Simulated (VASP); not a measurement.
# Bi2Te3 (P1) in VASP: a series of runs

Bi2Te3 is run at these levels: PBEsol; tasks: single point.

Everything below comes from runs of VASP 6.6.1. Logs are shortened: lines on timing, memory, paths and dates and some standing lists are left out, and cuts for length are marked.

## Step 1: The cell of the first run

The typed cell holds 5 atoms: a = 10.073 Å, b = 10.003 Å, c = 10.120 Å, α = 25.67°, β = 25.22°, γ = 25.66°.

## Step 2: Single point, PBEsol

Contents of INCAR:

```
ALGO     = Normal         # electronic algorithm
EDIFF    = 1E-6           # SCF threshold, eV
ENCUT    = 520            # plane-wave cutoff, eV
GGA      = PS             # functional
ISIF     = 2              # what is computed and relaxed
ISMEAR   = 0              # smearing method
LASPH    = T              # aspherical terms in the spheres
LCHARG   = F              # write CHGCAR
LREAL    = F              # projectors in reciprocal space
LWAVE    = F              # write WAVECAR
NBANDS   = 32             # bands
NELM     = 60             # most SCF steps
PREC     = Accurate       # precision mode
SIGMA    = 0.1            # smearing width, eV
```

Contents of KPOINTS:

```
k-points
0
Gamma
  1 1 1
```

Contents of POSCAR:

```
Bi2Te3
1.0
    2.3086414384      1.1493621464      9.7369475067
   -2.1494152868      1.1856302726      9.6969445837
    0.1110221945     -2.6715413054      9.7600887601
Bi Te
2 3
Direct
    0.8289286942      0.7994239825      0.8086857029
    0.4053186939      0.3978121011      0.4082644180
    0.5964299767      0.6277468824      0.6142450494
    0.1903375333      0.2057833788      0.2060576523
   -0.0273130580      0.0165551745      0.0093913521
```

Potentials or basis: VASP PAW PBE potentials, release 64 (Bi_d, Te).

Launch:

```bash
$ cat potpaw_PBE.64/Bi_d/POTCAR potpaw_PBE.64/Te/POTCAR > POTCAR
$ mpirun -np 1 vasp_gam > vasp.out
```

OUTCAR:

```text
EDIFF = 1E-6
   ENCUT = 520
   GGA = PS
   ISIF = 2
   ISMEAR = 0
   LASPH = T
   LREAL = F
   NELM = 60
   PREC = Accurate

 ion  position               nearest neighbor table
   1  0.829  0.799  0.809-   4 2.96   4 3.03   4 3.10   2 3.32   2 3.36   2 3.46
   2  0.405  0.398  0.408-   5 3.20   5 3.27   1 3.32   1 3.36   5 3.43   1 3.46
   3  0.596  0.628  0.614-   5 2.94   5 3.02   5 3.05   4 3.41   4 3.44   4 3.48
   4  0.190  0.206  0.206-   1 2.96   1 3.03   1 3.10   3 3.41   3 3.44   3 3.48
   5  0.973  0.017  0.009-   3 2.94   3 3.02   3 3.05   2 3.20   2 3.27   2 3.43

  LATTYP: Found a triclinic cell.
 ALAT       =     4.4078757976
 B/A-ratio  =     1.0114585625
 C/A-ratio  =     2.4711826251
 COS(alpha) =     0.0086545901
 COS(beta)  =     0.3959624771
 COS(gamma) =     0.4914312892

  Lattice vectors:

 A1 = (  -2.1976192439,  -3.8209034518,   0.0231412534)
 A2 = (  -4.4580567252,   0.0362681262,  -0.0400029230)
 A3 = (  -0.0482039571,  -5.0065337244,  -9.6738033303)

Analysis of symmetry for initial positions (statically):
=====================================================================
 Subroutine PRICEL returns:
 Original cell was already a primitive cell.

 Routine SETGRP: Setting up the symmetry group for a
 triclinic supercell.

 Subroutine GETGRP returns: Found  1 space group operations
 (whereof  1 operations were pure point group operations)
 out of a pool of  2 trial point group operations.

The static configuration has the point symmetry C_1 .

Analysis of symmetry for dynamics (positions and initial velocities):
=====================================================================
 Subroutine PRICEL returns:
 Original cell was already a primitive cell.

 Routine SETGRP: Setting up the symmetry group for a
 triclinic supercell.

 Subroutine GETGRP returns: Found  1 space group operations
 (whereof  1 operations were pure point group operations)
 out of a pool of  2 trial point group operations.

The dynamic configuration has the point symmetry C_1 .

 Subroutine INISYM returns: Found  1 space group operations
 (whereof  1 operations are pure point group operations),
 and found     1 'primitive' translations

----------------------------------------------------------------------------------------

                                     Primitive cell

  volume of cell :     166.5020

  direct lattice vectors                    reciprocal lattice vectors
     2.308641438  1.149362146  9.736947507     0.225088240  0.132461223  0.033697013
    -2.149415287  1.185630273  9.696944584    -0.223604110  0.128836450  0.037808766
     0.111022195 -2.671541305  9.760088760    -0.002397080 -0.260150082  0.031276810

  length of vectors
    10.072686106 10.002821576 10.119722895     0.263336629  0.260820113  0.262034444

  position of ions in fractional coordinates (direct lattice)
     0.828928694  0.799423983  0.808685703
     0.405318694  0.397812101  0.408264418
     0.596429977  0.627746882  0.614245049
     0.190337533  0.205783379  0.206057652
     0.972686942  0.016555174  0.009391352

  ion indices of the primitive-cell ions
   primitive index   ion index
                 1           1
                 2           2
                 3           3
                 4           4
                 5           5

----------------------------------------------------------------------------------------

 KPOINTS: k-points

Automatic generation of k-mesh.
 Grid dimensions read from file:
 generate k-points for:    1    1    1

 Generating k-lattice:

  Cartesian coordinates                     Fractional coordinates (reciprocal lattice)
     0.225088240  0.132461223  0.033697013     1.000000000  0.000000000  0.000000000
    -0.223604110  0.128836450  0.037808766     0.000000000  1.000000000  0.000000000
    -0.002397080 -0.260150082  0.031276810     0.000000000  0.000000000  1.000000000

  Length of vectors
     0.263336629  0.260820113  0.262034444

  Shift w.r.t. Gamma in fractional coordinates (k-lattice)
     0.000000000  0.000000000  0.000000000

 Subroutine IBZKPT returns following result:
 ===========================================

 Found      1 irreducible k-points:

 Following reciprocal coordinates:
            Coordinates               Weight
  0.000000  0.000000  0.000000      1.000000
   k-points           NKPTS =      1   k-points in BZ     NKDIM =      1   number of bands    NBANDS=     32
   number of dos      NEDOS =    301   number of ions     NIONS =      5
   total plane-waves  NPLWV = 512000
   dimension x,y,z NGX =    80 NGY =   80 NGZ =   80
   dimension x,y,z NGXF=   160 NGYF=  160 NGZF=  160
   ions per type =               2   3
   NGX,Y,Z   is equivalent  to a cutoff of  13.20, 13.30, 13.14 a.u.
   NGXF,Y,Z  is equivalent  to a cutoff of  26.41, 26.59, 26.28 a.u.
 SYSTEM =  unknown system
   PREC   = accura    normal or accurate (medium, high low for compatibility)
   ISTART =      0    job   : 0-new  1-cont  2-samecut
   ICHARG =      2    charge: 1-file 2-atom 10-const
   ISPIN  =      1    spin polarized calculation?
   LNONCOLLINEAR =      F non collinear calculations
   LSORBIT =      F    spin-orbit coupling
   LASPH  =      T    aspherical Exc in radial PAW
   ENCUT  =  520.0 eV  38.22 Ry    6.18 a.u.  18.73 18.60 18.82*2*pi/ulx,y,z
   NELM   =     60;   NELMIN=  2; NELMDL= -5     # of ELM steps
   EDIFF  = 0.1E-05   stopping-criterion for ELM
   LREAL  =      F    real-space projection
   EDIFFG = 0.1E-04   stopping-criterion for IOM
   NSW    =      0    number of steps for IOM
   IBRION =     -1    ionic relax: 0-MD 1-quasi-New 2-CG
   NFREE  =      0    steps in history (QN), initial steepest desc. (CG)
   ISIF   =      2    stress and relaxation
   ISYM   =      2    0-nonsym 1-usesym 2-fastsym
   POTIM  = 0.5000    time-step for ionic-motion
   TEBEG  =    0.0;   TEEND  =   0.0 temperature during run
   PSTRESS=    0.0 pullay stress
   NELECT =      48.0000    total number of electrons
   NUPDOWN=      -1.0000    fix difference up-down
   EMIN   =  10.00;   EMAX   =-10.00  energy-range for DOS
   EFERMI =   0.00;   METHOD = LEGACY
   ISMEAR =     0;   SIGMA  =   0.10  broadening in eV -4-tet -1-fermi 0-gaus
   EFERMI_NEDOS =   21; number of points for ismear=-14 and -15
   IALGO  =     38    algorithm
   IMIX   =      4    mixing-type and parameters
     AMIX     =   0.40;   BMIX     =  1.00
     AMIX_MAG =   1.60;   BMIX_MAG =  1.00
  volume/ion in A,a.u.               =      33.30       224.72
  Fermi-wavevector in a.u.,A,eV,Ry     =   1.081472  2.043686 15.913135  1.169582
  Thomas-Fermi vector in A             =   2.217490
   LORBIT       =      0    0 simple, 1 ext, 2 COOP (PROOUT), +10 PAW based schemes
   GGA     = PS    functional components
   LHFCALC =     F    Hartree Fock is set to
   AEXX    =    0.0000 exact exchange contribution
   IVDW    =     0    specifies the selected vdW correction
   LEPSILON=     F    determine dielectric tensor
   LRPA    =     F    only Hartree local field effects (RPA)
 non-spin polarized calculation
 Gauss-broadening in eV      SIGMA  =   0.10
  energy-cutoff  :      520.00
  volume of cell :      166.50
 maximum number of plane-waves:      2247
 NGX is ok and might be reduce to    80
   NGX = 37   NGY = 37   NGZ = 37

 number of electron      47.9999998 magnetization

 Free energy of the ion-electron system (eV)
  ---------------------------------------------------
  ext. energy  EPLUGINS =         0.00000000
  ---------------------------------------------------
  free energy    TOTEN  =        -1.22269620 eV

  energy without entropy =       -1.10306546  energy(sigma->0) =       -1.16288083

 E-fermi :   6.3910     XC(G=0):  -9.3884

 val. band max:        6.3271029386   @ k =   0.0000   0.0000   0.0000
 cond. band min:       6.4681057383   @ k =   0.0000   0.0000   0.0000
 fundamental gap:      0.1410027997
 Fermi energy:         6.3910368166

 k-point     1 :       0.0000    0.0000    0.0000
  band No.  band energies     occupation
      1     -16.5328      2.00000
      2     -16.5237      2.00000
      3     -16.3677      2.00000
      4     -16.3523      2.00000
      5     -16.3087      2.00000
      6     -16.0288      2.00000
[... 24 lines left out ...]
     31      11.1941      0.00000
     32      11.4229      0.00000

------------------------ aborting loop because EDIFF is reached ----------------------------------------

  FORCE on cell =-STRESS in cart. coord.  units (eV):
  Direction    XX          YY          ZZ          XY          YZ          ZX
  --------------------------------------------------------------------------------------
  -------------------------------------------------------------------------------------
  Total       46.4915992     35.2311638     -4.6462594     -6.4430549     -2.1333154      1.7520076
  in kB      447.3686870    339.0143548    -44.7089583    -61.9987490    -20.5279779     16.8588164
  external PRESSURE =     247.2246945 kB  Pullay stress =       0.0000000 kB

 VOLUME and BASIS-vectors are now :
 -----------------------------------------------------------------------------
  energy-cutoff  :      520.00
  volume of cell :      166.50
      direct lattice vectors                 reciprocal lattice vectors
     2.308641438  1.149362146  9.736947507     0.225088240  0.132461223  0.033697013
    -2.149415287  1.185630273  9.696944584    -0.223604110  0.128836450  0.037808766
     0.111022195 -2.671541305  9.760088760    -0.002397080 -0.260150082  0.031276810

 POSITION                                       TOTAL-FORCE (eV/Angst)
 -----------------------------------------------------------------------------------
      0.28519     -0.25988     23.71605         0.139484      0.037115      2.652830
      0.12600     -0.15318     11.78883        -0.461213      0.004032     -2.374325
      0.09585     -0.21119     17.88972        -0.322903      0.318198      2.407214
      0.01998     -0.08774      5.85992        -0.081801      0.215732     -1.864422
      2.21104      1.11251      9.72320         0.726433     -0.575077     -0.821297
 -----------------------------------------------------------------------------------
    total drift:                               -0.000116     -0.000280     -0.001678

  FREE ENERGIE OF THE ION-ELECTRON SYSTEM (eV)
  ---------------------------------------------------
  free  energy   TOTEN  =        -1.2226961954 eV

  energy  without entropy=       -1.1030654564  energy(sigma->0) =       -1.16288083
```

Wall time 80 s (1 thread of Intel Xeon Platinum 8559C (Emerald Rapids), shared host); peak memory 0.86 GiB.

What came out:

- Free energy: -1.2227 eV
- Pressure: 24.7 GPa
- Largest force: 2.657 eV/Å
- Band gap on the k mesh: 0.14 eV

Forces on the atoms (eV/Å):
```
Bi   0.139  0.037  2.653
Bi  -0.461  0.004 -2.374
Te  -0.323  0.318  2.407
Te  -0.082  0.216 -1.864
Te   0.726 -0.575 -0.821
```

Stress tensor (GPa, compression positive):
```
44.74 -6.20  1.69
-6.20 33.90 -2.05
 1.69 -2.05 -4.47
```

Levels at points of the mesh, in eV from the valence-band top:
```
           k point  band 20  band 21  band 22  band 23  band 24  band 25  band 26  band 27  band 28  band 29
(0.00, 0.00, 0.00)    -1.64    -1.49    -0.10    -0.04     0.00     0.14     0.15     0.34     2.00     2.54
```

Caveat: the k points lie up to 1.65 Å⁻¹ apart; the PAW data sets were made with another functional, which shifts forces and pressure a little; spin-orbit coupling is left out, which moves the levels of the heavy elements.

## Step 3: Single point, PBEsol

Contents of INCAR:

```
SYSTEM = Bi2Te3
PREC = Accurate ; ENCUT = 520
EDIFF = 1E-6 ; ISMEAR = 0
SIGMA = 0.1 ; LREAL = .FALSE.
LASPH = .TRUE. ; NELM = 80
ALGO = Normal ; ISIF = 2
LWAVE = .FALSE. ; LCHARG = .FALSE.
GGA = PS ; NBANDS = 32
```

Contents of KPOINTS:

```
Automatic mesh
0
G
  2 2 2
  0 0 0
```

POSCAR is that of step 2.

Potentials or basis: VASP PAW PBE potentials, release 64 (Bi_d, Te).

Launch:

```bash
$ cat potpaw_PBE.64/Bi_d/POTCAR potpaw_PBE.64/Te/POTCAR > POTCAR
$ mpirun -np 1 vasp_std > vasp.out
```

Run time: 3.4 min. Hardware: 1 thread of Intel Xeon Platinum 8559C (Emerald Rapids), shared host; peak memory 0.87 GiB.

It converged, with:

| Property | Result |
| --- | --- |
| Free energy | -17.9481 eV |
| Pressure | 1.4 GPa |
| Largest force | 1.107 eV/Å |

Forces in eV/Å, atoms in the order of the input:
```
Bi  -0.061 -0.313  0.306
Bi  -0.247 -0.040 -1.078
Te  -0.137  0.013  0.298
Te   0.048  0.416 -0.010
Te   0.397 -0.075  0.484
```

Stress tensor (GPa, compression positive):
```
 2.93 -0.07  0.09
-0.07  4.23 -0.54
 0.09 -0.54 -3.06
```

Levels at points of the mesh, in eV from the Fermi level:
```tsv
k point	band 22	band 23	band 24	band 25	band 26	band 27
(0.00, 0.00, 0.00)	-0.44	-0.27	-0.18	0.00	0.18	0.38
(0.50, 0.00, 0.00)	-1.99	-0.26	-0.13	0.03	0.63	2.65
(0.00, 0.50, 0.00)	-2.02	-0.12	-0.01	0.09	0.69	2.77
(0.50, 0.50, 0.00)	-1.72	-0.95	-0.09	0.90	1.29	1.89
(0.00, 0.00, 0.50)	-1.91	-0.18	-0.03	0.09	0.58	2.83
(0.50, 0.00, 0.50)	-1.65	-0.93	-0.32	0.65	1.25	2.10
(0.00, 0.50, 0.50)	-1.77	-0.97	-0.11	0.71	1.07	2.00
(0.50, 0.50, 0.50)	-0.70	-0.67	-0.48	0.46	0.79	1.13
```

Caveat: the k points lie up to 0.83 Å⁻¹ apart; the PAW data sets were made with another functional, which shifts forces and pressure a little; spin-orbit coupling is left out, which moves the levels of the heavy elements.

## Step 4: Single point, PBEsol

Edit INCAR of step 3 so:

```diff
@@ -4,3 +4,3 @@
 SIGMA = 0.1 ; LREAL = .FALSE.
-LASPH = .TRUE. ; NELM = 80
+LASPH = .TRUE. ; NELM = 60
 ALGO = Normal ; ISIF = 2
```

Contents of KPOINTS:

```
regular mesh
0
G
  4 4 4
  0 0 0
```

POSCAR is that of step 3.

Launch:

```bash
$ cat potpaw_PBE.64/Bi_d/POTCAR potpaw_PBE.64/Te/POTCAR > POTCAR
$ mpirun -np 1 vasp_std > vasp.out
```

Run time: 12 min. Hardware: 1 thread of Intel Xeon Platinum 8559C (Emerald Rapids), shared host; peak memory 0.95 GiB.

It converged, with:

```
Free energy            : -18.7813 eV
Pressure               : 0.0 GPa
Largest force          : 1.561 eV/Å
Band gap on the k mesh : zero (band 24 reaches 6.43 eV, above the bottom of band 25 at 6.21 eV)
```

Forces on the atoms (eV/Å):
```
Bi  -0.157 -0.287 -0.951
Bi  -0.178 -0.018 -0.472
Te  -0.001 -0.148 -1.123
Te   0.088  0.335  1.010
Te   0.248  0.117  1.536
```

Stress tensor (GPa, compression positive):
```
-0.67  0.37 -0.66
 0.37  0.55  0.85
-0.66  0.85  0.12
```

Levels at points of the mesh, in eV from the Fermi level:
| k point | band 22 | band 23 | band 24 | band 25 | band 26 | band 27 |
| --- | --- | --- | --- | --- | --- | --- |
| (0.00, 0.00, 0.00) | -0.61 | -0.41 | -0.33 | -0.12 | 0.14 | 0.35 |
| (0.50, 0.00, 0.00) | -2.05 | -0.38 | -0.28 | -0.07 | 0.53 | 2.51 |
| (0.00, 0.50, 0.00) | -2.10 | -0.23 | -0.10 | -0.04 | 0.60 | 2.59 |
| (0.50, 0.50, 0.00) | -1.82 | -1.01 | -0.17 | 0.78 | 1.11 | 1.74 |
| (0.00, 0.00, 0.50) | -1.97 | -0.29 | -0.13 | -0.06 | 0.47 | 2.69 |
| (0.50, 0.00, 0.50) | -1.75 | -0.98 | -0.42 | 0.51 | 1.09 | 1.97 |
| (0.00, 0.50, 0.50) | -1.86 | -1.02 | -0.21 | 0.59 | 0.88 | 1.86 |
| (0.50, 0.50, 0.50) | -0.82 | -0.77 | -0.60 | 0.30 | 0.70 | 1.04 |

Caveat: the k points lie up to 0.41 Å⁻¹ apart; the PAW data sets were made with another functional, which shifts forces and pressure a little; spin-orbit coupling is left out, which moves the levels of the heavy elements.

## Step 5: The runs side by side

```csv
k mesh,gap on the mesh (eV),pressure (GPa),largest force (eV/Å)
1 × 1 × 1,0.14,24.7,2.66
2 × 2 × 2,-,1.4,1.11
4 × 4 × 4,none,0.0,1.56
```

Alike in all rows: task single point; level PBEsol; potentials or basis VASP PAW PBE potentials, release 64 (Bi_d, Te); no spin polarisation; cell as given; cutoff (eV) 520; smearing gaussian 0.1 eV.

Caveats: all runs use coarse meshes; the PAW data sets were made with another functional, which shifts forces and pressure a little; spin-orbit coupling is left out, which moves the levels of the heavy elements.

Total energies depend on the potentials used, so only differences within one code and one set of settings carry meaning.
